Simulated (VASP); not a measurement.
Write the native input for VASP 6.6.1 that does the following.

| Property | Result |
| --- | --- |
| Task | single point |
| Functional | PBE |
| Dispersion | D3(BJ) |
| Potentials or basis | VASP PAW PBE potentials, release 64 (Ru_pv, Al) |
| Cutoff | 500 eV |
| k mesh | 6 × 6 × 6 |
| Occupations | gaussian, width 0.1 eV |
| Spin | no spin polarisation |
| Dipole correction | no |
| Further INCAR settings | ALGO = Normal; EDIFF = 1e-06; NBANDS = 16 |

The structure of AlRu (d.f) lies in POSCAR:

```
AlRu
1.0
    2.9700000000      0.0000000000      0.0000000000
    0.0000000000      2.9700000000      0.0000000000
    0.0000000000      0.0000000000      2.9700000000
Ru Al
1 1
Direct
    0.0000000000      0.0000000000      0.0000000000
    0.5000000000      0.5000000000      0.5000000000
```

These files were run (other wordings do the same):

INCAR

```
PREC = Accurate ; ENCUT = 500
EDIFF = 1E-6 ; ISMEAR = 0
SIGMA = 0.1 ; LREAL = False
LASPH = True ; NELM = 120
ALGO = Normal ; ISIF = 2
LWAVE = False ; LCHARG = True
GGA = PE ; IVDW = 12
LELF = True ; LVHAR = True
NBANDS = 16 ; GGA_COMPAT = False
```

KPOINTS

```
Automatic mesh
0
Gamma
  6 6 6
```

Potentials or basis: VASP PAW PBE potentials, release 64 (Ru_pv, Al).

Command:

```console
$ cat potpaw_PBE.64/Ru_pv/POTCAR potpaw_PBE.64/Al/POTCAR > POTCAR
$ mpirun -np 1 vasp_std > vasp.out
```

Results of the run:

* Pressure: 0.7 GPa
* Dispersion energy per atom: -0.527 eV

Caveat: pairwise dispersion overbinds metals, which lowers pressure and volume.

Run time: 3.2 s on 1 thread of Intel(R) Xeon(R) 6975P-C (Granite Rapids) (shared host), peak memory 0.15 GiB.
